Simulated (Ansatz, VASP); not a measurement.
## Ti in VASP and in Ansatz

```xyz
2
Lattice="2.8884 0.0000 0.0000 -1.4442 2.5015 0.0000 0.0000 0.0000 4.7895" Properties=species:S:1:pos:R:3 pbc="T T T"
Ti    0.0000    1.6676    1.1974
Ti    1.4442    0.8338    3.5921
```

Alike in both runs: task single point; functional r2SCAN; k mesh 24 × 24 × 14; occupations gaussian, width 0.15 eV; no spin polarisation.

|  | VASP | Ansatz |
| --- | --- | --- |
| version | VASP 6.6.1 | Ansatz 0.2.0 |
| potentials or method | VASP PAW PBE potentials, release 64 (Ti_sv), cutoff 520 eV | scalar-relativistic, plane waves, PAW |
| valence electrons in the cell | 24 | 24 |

```csv
,VASP,Ansatz,Ansatz less VASP
gap on the k mesh at the Fermi level (eV),none,none,-
pressure (GPa),0.5,0.1,-0.37
"traceless stress, the component that is largest in VASP (GPa)",-4.03,-4.03,+0.002
```

VASP's potentials were made for PBE, not for r2SCAN. A gap of «none» marks a metal or a gap that the smearing closes.
